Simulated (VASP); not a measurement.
Wanted: the native input for a VASP 6.6.1 run.

```yaml
Task: single point
Functional: PBE
Potentials_or_basis: VASP PAW PBE potentials, release 64 (Hf_pv, W_sv, F)
Cutoff: 520 eV
k_mesh: 10 × 10 × 10
Occupations: gaussian, width 0.1 eV
Spin: no spin polarisation
Dipole_correction: no
Further_INCAR_settings: ALGO = Normal; EDIFF = 1e-06; NBANDS = 30
```

The structure of HfWF3 lies in POSCAR:

```
HfWF3
1.0
    4.2398020164      0.0000000000      0.0000000000
    0.0000000000      4.2398020164      0.0000000000
    0.0000000000      0.0000000000      4.2398020164
Hf W F
1 1 3
Direct
    0.5000000000      0.5000000000      0.5000000000
    0.0000000000      0.0000000000      0.0000000000
    0.5000000000      0.0000000000      0.0000000000
    0.0000000000      0.5000000000      0.0000000000
    0.0000000000      0.0000000000      0.5000000000
```

The cell was built from a structure type or drawn by symmetry, and may not be a known phase.

One way to write it, as run:

INCAR

```
ALGO = Normal
EDIFF = 1E-6
ENCUT = 520
GGA = PE
ISIF = 2
ISMEAR = 0
LASPH = True
LCHARG = False
LREAL = False
LWAVE = False
NBANDS = 30
NELM = 100
PREC = Accurate
SIGMA = 0.1
```

KPOINTS

```
k-points
0
Gamma
  10 10 10
```

Potentials or basis: VASP PAW PBE potentials, release 64 (Hf_pv, W_sv, F).

The run is started by

```bash
$ cat potpaw_PBE.64/Hf_pv/POTCAR potpaw_PBE.64/W_sv/POTCAR potpaw_PBE.64/F/POTCAR > POTCAR
$ mpirun -np 1 vasp_std > vasp.out
```

It gave:

```yaml
Pressure: 0.2 GPa
Band_gap_on_the_k_mesh: zero (an odd number of electrons rules out a gap without spin polarisation)
```

Caveat: spin-orbit coupling is left out, which moves the levels of the heavy elements; an odd number of electrons without spin polarisation forces a metal; a magnetic or distorted state may lie lower.

It took 81 s on 1 thread of Intel(R) Xeon(R) Platinum 8259CL CPU @ 2.50GHz (Skylake/Cascade Lake), on a shared host, peak memory 0.26 GiB.
